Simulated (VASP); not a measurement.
Wanted: the native input for a VASP 6.6.1 run.

| Quantity | Value |
| --- | --- |
| Task | single point |
| Functional | PBEsol |
| Potentials or basis | VASP PAW PBE potentials, release 64 (Ti_sv) |
| Cutoff | 520 eV |
| k mesh | 15 × 15 × 8 |
| Occupations | fermi-dirac, width 0.05 eV |
| Spin | no spin polarisation |
| Dipole correction | no |
| Further INCAR settings | ALGO = Normal; EDIFF = 1e-06; NBANDS = 19 |

The structure of Ti lies in POSCAR:

```
Ti
1.0
    2.9022240663      0.0000000000      0.0000000000
   -1.4511120332      2.5133997689      0.0000000000
    0.0000000000      0.0000000000      4.5870744761
Ti
2
Direct
    0.3333333333      0.6666666667      0.2500000000
    0.6666666667      0.3333333333      0.7500000000
```

The input as run:

INCAR

```
SYSTEM = Ti
PREC = Accurate ; ENCUT = 520
EDIFF = 1E-6 ; ISMEAR = -1
SIGMA = 0.05 ; LREAL = .FALSE.
LASPH = .TRUE. ; NELM = 60
ALGO = Normal ; ISIF = 2
LWAVE = .FALSE. ; LCHARG = .FALSE.
GGA = PS ; NBANDS = 19
```

KPOINTS

```
Automatic mesh
0
G
  15 15 8
  0 0 0
```

Potentials or basis: VASP PAW PBE potentials, release 64 (Ti_sv).

Command:

```sh
$ cat potpaw_PBE.64/Ti_sv/POTCAR > POTCAR
$ mpirun -np 1 vasp_std > vasp.out
```

Results of the run:

The pressure is -0.3 GPa. The band gap on the k mesh is zero (band 12 reaches 9.40 eV, above the bottom of band 13 at 8.37 eV).

Caveat: the PAW data sets were made with another functional, which shifts forces and pressure a little.

It took 110 s on 1 thread of AMD EPYC 7R43 64-Core Processor (Zen 3), on a shared host, peak memory 0.16 GiB.
